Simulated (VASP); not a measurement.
K2LiBiBr6, 10 atoms in the cell. Symmetry: Fm-3m, No. 225, cubic system. The conventional cell has a = 11.174 Å, b = 11.174 Å, c = 11.174 Å, α = 90.00°, β = 90.00°, γ = 90.00°. K (site symmetry -43m) has 12 Br at 3.95 Å and 4 Bi at 4.84 Å and 4 Li at 4.84 Å within 5.2 Å. Li (site symmetry m-3m) has 6 Br at 2.73 Å within 3.6 Å. Bi (site symmetry m-3m) has 6 Br at 2.86 Å within 3.8 Å. Br (site symmetry 4mm) has 1 Li at 2.73 Å and 1 Bi at 2.86 Å within 3.6 Å. 

| Quantity | Value |
| --- | --- |
| Program | VASP 6.6.1 |
| Task | single point |
| Functional | PBEsol |
| Potentials or basis | VASP PAW PBE potentials, release 64 (K_sv, Li_sv, Bi_d, Br) |
| Cutoff | 520 eV |
| k mesh | 3 × 3 × 3 |
| Occupations | gaussian, width 0.01 eV |
| Spin | no spin polarisation |
| Dipole correction | no |
| Further INCAR settings | ALGO = Normal; EDIFF = 1e-07; NBANDS = 50 |

Potentials or basis: VASP PAW PBE potentials, release 64 (K_sv, Li_sv, Bi_d, Br).

Run with:

```sh
$ cat potpaw_PBE.64/K_sv/POTCAR potpaw_PBE.64/Li_sv/POTCAR potpaw_PBE.64/Bi_d/POTCAR potpaw_PBE.64/Br/POTCAR > POTCAR
$ mpirun -np 1 vasp_std > vasp.out
```

Hardware: 1 thread of Intel(R) Xeon(R) Platinum 8488C (Sapphire Rapids) (shared host).

Problem. How long does it take, and how much memory?

Solution. Run time: 80 s on 1 thread of Intel(R) Xeon(R) Platinum 8488C (Sapphire Rapids), with other jobs on the host, peak memory 0.52 GiB. Counts: scf iterations 16, k points 4.
